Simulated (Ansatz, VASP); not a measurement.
# Two plane-wave programs on Al2O3

INCAR

```
SYSTEM = Al2O3
ALGO = Normal
EDIFF = 1E-6
ENCUT = 520
GGA = PE
ISIF = 2
ISMEAR = 0
IVDW = 12
LASPH = .True.
LCHARG = .False.
LREAL = .False.
LWAVE = .False.
NBANDS = 20
NELM = 100
PREC = Accurate
SIGMA = 0.05
```

Contents of KPOINTS:

```
k-points
0
Gamma
  9 9 4
  0 0 0
```

Contents of POSCAR:

```
Al2O3
1.0
    2.8152956653      0.0000000000      0.0000000000
   -1.4076478327      2.4381175653      0.0000000000
    0.0000000000      0.0000000000      7.1641672095
Al O
2 3
Direct
    0.0000000000      0.0000000000      0.1907358529
    0.0000000000      0.0000000000      0.8092641471
    0.3333333333      0.6666666667      0.3046509742
    0.6666666667      0.3333333333      0.0000000000
    0.3333333333      0.6666666667      0.6953490258
```

Input for Ansatz:

```yaml
crystal:
  lattice:
    - [2.8152956653, 0.0, 0.0]
    - [-1.4076478327, 2.4381175653, 0.0]
    - [0.0, 0.0, 7.1641672095]
  atoms:
    - { symbol: Al, position: [0.0, 0.0, 0.1907358529] }
    - { symbol: Al, position: [0.0, 0.0, 0.8092641471] }
    - { symbol: O, position: [0.3333333333, 0.6666666667, 0.3046509742] }
    - { symbol: O, position: [0.6666666667, 0.3333333333, 0.0] }
    - { symbol: O, position: [0.3333333333, 0.6666666667, 0.6953490258] }
basis:
  ecutwfc: 520.0
kpoints:
  mp_grid: { grid: [9, 9, 4] }
hamiltonian:
  xc: pbe
  pseudopotentials: { kind: paw, azcp: { folder: soft_1 } }
  dispersion: d3bj
scf:
  occupations: { method: gaussian, width: 0.05 }
output:
  forces: true
  stress: true
  eigenvalues: true
```

Alike in both runs: task single point; functional PBE; dispersion D3(BJ); k mesh 9 × 9 × 4; occupations gaussian, width 0.05 eV; no spin polarisation.

|  | VASP | Ansatz |
| --- | --- | --- |
| version | VASP 6.6.1 | Ansatz 0.2.0 |
| potentials or method | VASP PAW PBE potentials, release 64 (Al, O), cutoff 520 eV | scalar-relativistic, plane waves, PAW |
| valence electrons in the cell | 24 | 24 |

Ansatz gave:

```
gap on the k mesh at the Fermi level (eV)                     : 4.16
least direct gap on the mesh (eV)                             : 4.26
pressure (GPa)                                                : -0.1
traceless stress, the component that is largest in VASP (GPa) : -5.57
rms of the force components (eV/Å)                            : 1.142
```

Question: Which values does VASP return?

Answer: gap on the k mesh at the Fermi level (eV): 4.11; least direct gap on the mesh (eV): 4.22; pressure (GPa): 0.0; traceless stress, the component that is largest in VASP (GPa): -5.89; rms of the force components (eV/Å): 1.154.

Atom by atom the forces differ by 0.012 eV/Å (rms over components).
